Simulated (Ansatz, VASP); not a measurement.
**One calculation of GeH2, two programs**

INCAR

```
SYSTEM = GeH2
PREC     = Accurate       ! precision mode
ENCUT    = 500            ! plane-wave cutoff, eV
EDIFF    = 1E-6           ! SCF threshold, eV
ISMEAR   = -1             ! smearing method
SIGMA    = 0.15           ! smearing width, eV
LREAL    = .False.        ! projectors in reciprocal space
LASPH    = .True.         ! aspherical terms in the spheres
NELM     = 120            ! most SCF steps
ALGO     = Normal         ! electronic algorithm
ISIF     = 2              ! what is computed and relaxed
LWAVE    = .False.        ! write WAVECAR
LCHARG   = .False.        ! write CHGCAR
GGA      = CA             ! functional
NBANDS   = 15             ! bands
GGA_COMPAT= .False.
```

Contents of KPOINTS:

```
regular mesh
0
Gamma
  16 16 16
  0 0 0
```

File POSCAR:

```
GeH2
1.0
    0.0000000000      2.2962000000      2.2962000000
    2.2962000000      0.0000000000      2.2962000000
    2.2962000000      2.2962000000      0.0000000000
Ge H
1 2
Direct
    0.0000000000      0.0000000000      0.0000000000
    0.2500000000      0.2500000000      0.2500000000
    0.7500000000      0.7500000000      0.7500000000
```

Input for Ansatz:

```yaml
crystal:
  lattice:
    - [0.0, 2.2962, 2.2962]
    - [2.2962, 0.0, 2.2962]
    - [2.2962, 2.2962, 0.0]
  atoms:
    - { symbol: Ge, position: [0.0, 0.0, 0.0] }
    - { symbol: H, position: [0.25, 0.25, 0.25] }
    - { symbol: H, position: [0.75, 0.75, 0.75] }
basis:
  ecutwfc: 420
kpoints:
  mp_grid: { grid: [16, 16, 16] }
hamiltonian:
  xc: lda
scf:
  occupations: { method: fermi_dirac, width: 0.15 }
output:
  forces: true
  stress: true
  eigenvalues: true
```

Alike in both runs: task single point; functional LDA; k mesh 16 × 16 × 16; occupations fermi-dirac, width 0.15 eV; no spin polarisation.

|  | VASP | Ansatz |
| --- | --- | --- |
| version | VASP 6.6.1 | Ansatz 0.2.0 |
| potentials or method | VASP PAW LDA potentials, release 64 (Ge_d, H), cutoff 500 eV | scalar-relativistic, plane waves, PAW |
| valence electrons in the cell | 16 | 16 |

|  | VASP | Ansatz | Ansatz less VASP |
| --- | --- | --- | --- |
| gap on the k mesh at the Fermi level (eV) | none | none | - |
| pressure (GPa) | 10.0 | 10.1 | +0.07 |

LDA's correlation is that of Perdew and Zunger in VASP and of Perdew and Wang (1992) in Ansatz. A gap of «none» marks a metal or a gap that the smearing closes.
